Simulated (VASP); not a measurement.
# BaTiO3 in VASP: notebook

The runs below take BaTiO3 through single point, with PBE+U.

All numbers are computed with VASP 6.6.1; they aren't measurements. Logs are shortened: lines on timing, memory, paths and dates and some standing lists are left out, and cuts for length are marked.

### Step 1. The cell of the first run

The structure is trigonal, space group R-3m (No. 166). Conventional cell: a = 5.721 Å, b = 5.721 Å, c = 7.038 Å, α = 90.00°, β = 90.00°, γ = 120.00°. Within 3.8 Å of Ba (site symmetry -3m) lie 12 O at 2.86 to 2.87 Å and 8 Ti at 3.50 to 3.52 Å. Within 2.7 Å of Ti (site symmetry -3m) lie 6 O at 2.03 Å. O (site symmetry 2/m) has 2 Ti at 2.03 Å within 2.7 Å.

### Step 2. Single point, PBE+U

File INCAR:

```
SYSTEM = BaTiO3
ALGO     = Normal         ! electronic algorithm
EDIFF    = 1E-6           ! SCF threshold, eV
ENCUT    = 520            ! plane-wave cutoff, eV
GGA      = PE             ! functional
ISIF     = 2              ! what is computed and relaxed
ISMEAR   = 0              ! smearing method
LASPH    = .True.         ! aspherical terms in the spheres
LCHARG   = .False.        ! write CHGCAR
LDAU     = .True.         ! DFT+U
LDAUJ    = 0 0 0        
LDAUL    = -1 2 -1        ! shell
LDAUPRINT= 1            
LDAUTYPE = 2            
LDAUU    = 0 4 0          ! U, eV
LMAXMIX  = 4              ! l up to which the mixer works
LREAL    = .False.        ! projectors in reciprocal space
LWAVE    = .False.        ! write WAVECAR
NBANDS   = 28             ! bands
NELM     = 150            ! most SCF steps
PREC     = Accurate       ! precision mode
SIGMA    = 0.01           ! smearing width, eV
```

File KPOINTS:

```
k-points
0
Gamma
  6 6 6
  0 0 0
```

File POSCAR:

```
BaTiO3
1.0
    2.8603720851      1.6514365933      2.3460535783
   -2.8603720851      1.6514365933      2.3460535783
    0.0000000000     -3.3028731867      2.3460535783
Ba Ti O
1 1 3
Direct
    0.0026800181      0.0026800181      0.0026800181
    0.5026800181      0.5026800181      0.5026800181
    0.5026800181      0.5026800181      1.0026800181
    0.5026800181      1.0026800181      0.5026800181
    1.0026800181      0.5026800181      0.5026800181
```

Potentials or basis: VASP PAW PBE potentials, release 64 (Ba_sv, Ti_sv, O).

On the command line:

```
> cat potpaw_PBE.64/Ba_sv/POTCAR potpaw_PBE.64/Ti_sv/POTCAR potpaw_PBE.64/O/POTCAR > POTCAR
> mpirun -np 1 vasp_std > vasp.out
```

OUTCAR:

```text
SYSTEM = BaTiO3
   EDIFF = 1E-6
   ENCUT = 520
   GGA = PE
   ISIF = 2
   ISMEAR = 0
   LASPH = .True.
   LREAL = .False.
   NELM = 150
   PREC = Accurate

 ion  position               nearest neighbor table
   1  0.003  0.003  0.003-   3 2.86   3 2.86   4 2.86   5 2.86   5 2.86   4 2.86   3 2.87   3 2.87
                             4 2.87   5 2.87   4 2.87   5 2.87   2 3.50   2 3.50   2 3.50   2 3.50
   2  0.503  0.503  0.503-   4 2.03   5 2.03   4 2.03   5 2.03   3 2.03   3 2.03   1 3.50   1 3.50
                             1 3.50   1 3.50   1 3.50   1 3.50   1 3.52   1 3.52
   3  0.503  0.503  0.003-   2 2.03   2 2.03   1 2.86   1 2.86   1 2.87   1 2.87
   4  0.503  0.003  0.503-   2 2.03   2 2.03   1 2.86   1 2.86   1 2.87   1 2.87
   5  0.003  0.503  0.503-   2 2.03   2 2.03   1 2.86   1 2.86   1 2.87   1 2.87

  LATTYP: Found a trigonal (rhomboedric) cell.
 ALAT       =     4.0512885208
 COS(alpha) =     0.0030148013

  Lattice vectors:

 A1 = (   2.8603720851,   1.6514365933,   2.3460535783)
 A2 = (  -2.8603720851,   1.6514365933,   2.3460535783)
 A3 = (   0.0000000000,  -3.3028731867,   2.3460535783)

Analysis of symmetry for initial positions (statically):
=====================================================================
 Subroutine PRICEL returns:
 Original cell was already a primitive cell.

 Routine SETGRP: Setting up the symmetry group for a
 trigonal (rhombohedral) supercell.

 Subroutine GETGRP returns: Found 12 space group operations
 (whereof  6 operations were pure point group operations)
 out of a pool of 12 trial point group operations.

The static configuration has the point symmetry C_3v.
 The point group associated with its full space group is D_3d.

Analysis of symmetry for dynamics (positions and initial velocities):
=====================================================================
 Subroutine PRICEL returns:
 Original cell was already a primitive cell.

 Routine SETGRP: Setting up the symmetry group for a
 trigonal (rhombohedral) supercell.

 Subroutine GETGRP returns: Found 12 space group operations
 (whereof  6 operations were pure point group operations)
 out of a pool of 12 trial point group operations.

The dynamic configuration has the point symmetry C_3v.
 The point group associated with its full space group is D_3d.

 Subroutine INISYM returns: Found 12 space group operations
 (whereof  6 operations are pure point group operations),
 and found     1 'primitive' translations

----------------------------------------------------------------------------------------

                                     Primitive cell

  volume of cell :      66.4926

  direct lattice vectors                    reciprocal lattice vectors
     2.860372085  1.651436593  2.346053578     0.174802433  0.100922232  0.142082575
    -2.860372085  1.651436593  2.346053578    -0.174802433  0.100922232  0.142082575
     0.000000000 -3.302873187  2.346053578     0.000000000 -0.201844464  0.142082575

  length of vectors
     4.051288521  4.051288521  4.051288521     0.246837286  0.246837286  0.246837286

  position of ions in fractional coordinates (direct lattice)
     0.002680018  0.002680018  0.002680018
     0.502680018  0.502680018  0.502680018
     0.502680018  0.502680018  0.002680018
     0.502680018  0.002680018  0.502680018
     0.002680018  0.502680018  0.502680018

  ion indices of the primitive-cell ions
   primitive index   ion index
                 1           1
                 2           2
                 3           3
                 4           4
                 5           5
[... 59 lines left out ...]
   ions per type =               1   1   3
   NGX,Y,Z   is equivalent  to a cutoff of  12.31, 12.31, 12.31 a.u.
   NGXF,Y,Z  is equivalent  to a cutoff of  24.62, 24.62, 24.62 a.u.
 SYSTEM =  BaTiO3
   PREC   = accura    normal or accurate (medium, high low for compatibility)
   ISTART =      0    job   : 0-new  1-cont  2-samecut
   ICHARG =      2    charge: 1-file 2-atom 10-const
   ISPIN  =      1    spin polarized calculation?
   LNONCOLLINEAR =      F non collinear calculations
   LSORBIT =      F    spin-orbit coupling
   LASPH  =      T    aspherical Exc in radial PAW
   ENCUT  =  520.0 eV  38.22 Ry    6.18 a.u.   7.53  7.53  7.53*2*pi/ulx,y,z
   NELM   =    150;   NELMIN=  2; NELMDL= -5     # of ELM steps
   EDIFF  = 0.1E-05   stopping-criterion for ELM
   LREAL  =      F    real-space projection
   EDIFFG = 0.1E-04   stopping-criterion for IOM
   NSW    =      0    number of steps for IOM
   IBRION =     -1    ionic relax: 0-MD 1-quasi-New 2-CG
   NFREE  =      0    steps in history (QN), initial steepest desc. (CG)
   ISIF   =      2    stress and relaxation
   ISYM   =      2    0-nonsym 1-usesym 2-fastsym
   POTIM  = 0.5000    time-step for ionic-motion
   TEBEG  =    0.0;   TEEND  =   0.0 temperature during run
   PSTRESS=    0.0 pullay stress
   NELECT =      40.0000    total number of electrons
   NUPDOWN=      -1.0000    fix difference up-down
   EMIN   =  10.00;   EMAX   =-10.00  energy-range for DOS
   EFERMI =   0.00;   METHOD = LEGACY
   ISMEAR =     0;   SIGMA  =   0.01  broadening in eV -4-tet -1-fermi 0-gaus
   EFERMI_NEDOS =   21; number of points for ismear=-14 and -15
   IALGO  =     38    algorithm
   IMIX   =      4    mixing-type and parameters
     AMIX     =   0.40;   BMIX     =  1.00
     AMIX_MAG =   1.60;   BMIX_MAG =  1.00
  volume/ion in A,a.u.               =      13.30        89.74
  Fermi-wavevector in a.u.,A,eV,Ry     =   1.381986  2.611575 25.985565  1.909885
  Thomas-Fermi vector in A             =   2.506719
   LORBIT       =      0    0 simple, 1 ext, 2 COOP (PROOUT), +10 PAW based schemes
 LDA+U is selected, type is set to LDAUTYPE =  2
   angular momentum for each species LDAUL =    -1    2   -1
   U (eV)           for each species LDAUU =   0.0  4.0  0.0
   J (eV)           for each species LDAUJ =   0.0  0.0  0.0
   GGA     = PE    functional components
   LHFCALC =     F    Hartree Fock is set to
   AEXX    =    0.0000 exact exchange contribution
   IVDW    =     0    specifies the selected vdW correction
   LEPSILON=     F    determine dielectric tensor
   LRPA    =     F    only Hartree local field effects (RPA)
 non-spin polarized calculation
 Gauss-broadening in eV      SIGMA  =   0.01
  energy-cutoff  :      520.00
  volume of cell :       66.49
 maximum number of plane-waves:      1812
   NGX = 15   NGY = 15   NGZ = 15

atom =   2  type =  2  l = 2

 onsite density matrix

spin component  1

  0.1448 -0.0000 -0.0000  0.0603  0.0000
 -0.0000  0.1880  0.0000 -0.0000  0.0603
 -0.0000  0.0000  0.1022  0.0000  0.0000
  0.0603 -0.0000  0.0000  0.1880  0.0000
  0.0000  0.0603  0.0000  0.0000  0.1448

spin component  2

  0.1448 -0.0000 -0.0000  0.0603  0.0000
 -0.0000  0.1880  0.0000 -0.0000  0.0603
 -0.0000  0.0000  0.1022  0.0000  0.0000
  0.0603 -0.0000  0.0000  0.1880  0.0000
  0.0000  0.0603  0.0000  0.0000  0.1448

 occupancies and eigenvectors

  o =  0.1022  v =  0.0000  0.0000  1.0000  0.0000 -0.0000  0.0000  0.0000  0.0000  0.0000  0.0000      0.0000  0.0000  0.0000  0.0000  0.0000  0.0000  0.0000  0.0000  0.0000  0.0000
  o =  0.1022  v =  0.0000  0.0000  0.0000  0.0000  0.0000  0.0000  0.0000  1.0000  0.0000 -0.0000      0.0000  0.0000  0.0000  0.0000  0.0000  0.0000  0.0000  0.0000  0.0000  0.0000
  o =  0.1023  v =  0.0000 -0.5757  0.0000  0.0000  0.8177  0.0000  0.0000  0.0000  0.0000  0.0000      0.0000  0.0000  0.0000  0.0000  0.0000  0.0000  0.0000  0.0000  0.0000  0.0000
  o =  0.1023  v =  0.0000  0.0000  0.0000  0.0000  0.0000  0.0000 -0.5757  0.0000  0.0000  0.8177      0.0000  0.0000  0.0000  0.0000  0.0000  0.0000  0.0000  0.0000  0.0000  0.0000
  o =  0.1023  v =  0.0000  0.0000  0.0000  0.0000  0.0000 -0.8177  0.0000 -0.0000  0.5757  0.0000      0.0000  0.0000  0.0000  0.0000  0.0000  0.0000  0.0000  0.0000  0.0000  0.0000
  o =  0.1023  v = -0.8177  0.0000 -0.0000  0.5757  0.0000  0.0000  0.0000  0.0000  0.0000  0.0000      0.0000  0.0000  0.0000  0.0000  0.0000  0.0000  0.0000  0.0000  0.0000  0.0000
  o =  0.2304  v =  0.0000  0.0000  0.0000  0.0000  0.0000  0.5757  0.0000 -0.0000  0.8177  0.0000      0.0000  0.0000  0.0000  0.0000  0.0000  0.0000  0.0000  0.0000  0.0000  0.0000
  o =  0.2304  v =  0.5757  0.0000 -0.0000  0.8177  0.0000  0.0000  0.0000  0.0000  0.0000  0.0000      0.0000  0.0000  0.0000  0.0000  0.0000  0.0000  0.0000  0.0000  0.0000  0.0000
  o =  0.2304  v =  0.0000 -0.8177 -0.0000  0.0000 -0.5757  0.0000  0.0000  0.0000  0.0000  0.0000      0.0000  0.0000  0.0000  0.0000  0.0000  0.0000  0.0000  0.0000  0.0000  0.0000
  o =  0.2304  v =  0.0000  0.0000  0.0000  0.0000  0.0000  0.0000 -0.8177 -0.0000  0.0000 -0.5757      0.0000  0.0000  0.0000  0.0000  0.0000  0.0000  0.0000  0.0000  0.0000  0.0000

 number of electron      39.9999989 magnetization

 Free energy of the ion-electron system (eV)
  ---------------------------------------------------
  ext. energy  EPLUGINS =         0.00000000
  ---------------------------------------------------
  free energy    TOTEN  =       -37.34832081 eV

  energy without entropy =      -37.34832081  energy(sigma->0) =      -37.34832081

 E-fermi :   3.8595     XC(G=0): -11.0778

 val. band max:        3.6992775737   @ k =   0.5000   0.5000   0.5000
 cond. band min:       5.8195534002   @ k =   0.0000   0.0000   0.0000
 fundamental gap:      2.1202758265
 Fermi energy:         3.8595221937

 k-point     1 :       0.0000    0.0000    0.0000
  band No.  band energies     occupation
      1     -54.2148      2.00000
      2     -30.3585      2.00000
      3     -30.3585      2.00000
      4     -30.3542      2.00000
      5     -21.2105      2.00000
      6     -13.1703      2.00000
[... 733 lines left out ...]
     27      11.6637      0.00000
     28      12.0646      0.00000

 [... further k-points ...]

------------------------ aborting loop because EDIFF is reached ----------------------------------------

  FORCE on cell =-STRESS in cart. coord.  units (eV):
  Direction    XX          YY          ZZ          XY          YZ          ZX
  --------------------------------------------------------------------------------------
  -------------------------------------------------------------------------------------
  Total        0.4240356      0.4240356     -0.0197896      0.0000000      0.0000000      0.0000000
  in kB       10.2173745     10.2173745     -0.4768413      0.0000000      0.0000000      0.0000000
  external PRESSURE =       6.6526359 kB  Pullay stress =       0.0000000 kB

 VOLUME and BASIS-vectors are now :
 -----------------------------------------------------------------------------
  energy-cutoff  :      520.00
  volume of cell :       66.49
      direct lattice vectors                 reciprocal lattice vectors
     2.860372085  1.651436593  2.346053578     0.174802433  0.100922232  0.142082575
    -2.860372085  1.651436593  2.346053578    -0.174802433  0.100922232  0.142082575
     0.000000000 -3.302873187  2.346053578     0.000000000 -0.201844464  0.142082575

 POSITION                                       TOTAL-FORCE (eV/Angst)
 -----------------------------------------------------------------------------------
      0.00000     -0.00000      0.01886        -0.000000     -0.000000      0.000000
      0.00000     -0.00000      3.53794        -0.000000     -0.000000     -0.000000
      0.00000      1.65144      2.36492        -0.000000      0.000000      0.000000
      1.43019     -0.82572      2.36492         0.000000     -0.000000      0.000000
     -1.43019     -0.82572      2.36492        -0.000000      0.000000     -0.000000
 -----------------------------------------------------------------------------------
    total drift:                               -0.000000     -0.000007     -0.000203

  FREE ENERGIE OF THE ION-ELECTRON SYSTEM (eV)
  ---------------------------------------------------
  free  energy   TOTEN  =       -37.3483208061 eV

  energy  without entropy=      -37.3483208061  energy(sigma->0) =      -37.34832081
```

Wall time 27 s (1 thread of Intel Xeon 6975P-C (Granite Rapids), shared host); peak memory 0.21 GiB.

What came out:

- Free energy: -37.3483 eV
- Pressure: 0.7 GPa
- Band gap on the k mesh: 2.12 eV (least direct gap 2.33 eV)

Eigenvalues of the final occupation matrices:
```tsv
site	spin	trace	eigenvalues
site 2 d	1	0.77	0.10 0.10 0.10 0.23 0.23
site 2 d	2	0.77	0.10 0.10 0.10 0.23 0.23
```

Caveat: spin-orbit coupling is left out, which moves the levels of the heavy elements.

### Step 3. Single point, PBE+U

File INCAR:

```
SYSTEM = BaTiO3
ALGO     = Normal         ! electronic algorithm
EDIFF    = 1E-6           ! SCF threshold, eV
ENCUT    = 910            ! plane-wave cutoff, eV
GGA      = PE             ! functional
GGA_COMPAT= .FALSE.      
ISIF     = 2              ! what is computed and relaxed
ISMEAR   = 0              ! smearing method
LASPH    = .TRUE.         ! aspherical terms in the spheres
LCHARG   = .FALSE.        ! write CHGCAR
LDAU     = .TRUE.         ! DFT+U
LDAUJ    = 0 0 0        
LDAUL    = -1 2 -1        ! shell
LDAUPRINT= 1            
LDAUTYPE = 2            
LDAUU    = 0 4 0          ! U, eV
LMAXMIX  = 4              ! l up to which the mixer works
LREAL    = .FALSE.        ! projectors in reciprocal space
LWAVE    = .FALSE.        ! write WAVECAR
NBANDS   = 28             ! bands
NELM     = 200            ! most SCF steps
PREC     = Accurate       ! precision mode
SIGMA    = 0.02           ! smearing width, eV
```

File KPOINTS:

```
k-points
0
G
  6 6 6
  0 0 0
```

File POSCAR:

```
BaTiO3
1.0
    2.8603720825      1.6514365918      2.3460535864
   -2.8603720825      1.6514365918      2.3460535864
    0.0000000000     -3.3028731837      2.3460535864
Ba Ti O
1 1 3
Direct
    0.0026800193      0.0026800193      0.0026800193
    0.5127992506      0.5127992506      0.5127992506
    0.4903227043      0.4903227043      0.9825753215
    0.4903227043      0.9825753215      0.4903227043
    0.9825753215      0.4903227043      0.4903227043
```

Potentials or basis: VASP PAW PBE potentials, release 64 (Ba_sv, Ti_sv, O_h).

On the command line:

```
> cat potpaw_PBE.64/Ba_sv/POTCAR potpaw_PBE.64/Ti_sv/POTCAR potpaw_PBE.64/O_h/POTCAR > POTCAR
> mpirun -np 1 vasp_std > vasp.out
```

Run time: 58 s. Hardware: 1 thread of Intel Xeon 6975P-C (Granite Rapids), shared host; peak memory 0.33 GiB.

The run converged. Its results:

```
Free energy            : -37.3334 eV
Pressure               : 3.2 GPa
Largest force          : 0.578 eV/Å
Band gap on the k mesh : 2.63 eV (least direct gap 3.03 eV)
```

Forces on the atoms (eV/Å):
```
Ba   0.000  0.000 -0.040
Ti   0.000  0.000 -0.578
O    0.000 -0.285  0.206
O   -0.247  0.143  0.206
O    0.247  0.143  0.206
```

Stress tensor (GPa, compression positive):
```
3.33 0.00 0.00
0.00 3.33 0.00
0.00 0.00 2.89
```

Levels at points of the mesh, in eV from the valence-band top:
```
           k point  band 17  band 18  band 19  band 20  band 21  band 22  band 23  band 24
(0.00, 0.00, 0.00)    -1.02    -0.47    -0.40    -0.40     2.63     2.63     2.72     4.17
(0.50, 0.00, 0.00)    -1.63    -1.57    -0.94    -0.87     2.80     3.98     4.05     4.15
(0.50, 0.50, 0.00)    -1.79    -0.92    -0.88    -0.09     4.05     4.05     4.40     4.71
(0.50, 0.50, 0.50)    -2.29    -0.02    -0.02     0.00     4.52     4.64     4.64     6.39
```

Eigenvalues of the final occupation matrices:
```tsv
site	spin	trace	eigenvalues
site 2 d	1	0.81	0.11 0.11 0.11 0.24 0.24
site 2 d	2	0.81	0.11 0.11 0.11 0.24 0.24
```

Caveat: the cutoff is under 1.25 times the usual one of these potentials, so pressure, stress and relaxed cells hold a basis-set (Pulay) error; the cell stands under pressure; spin-orbit coupling is left out, which moves the levels of the heavy elements. A k mesh can miss the band edges.
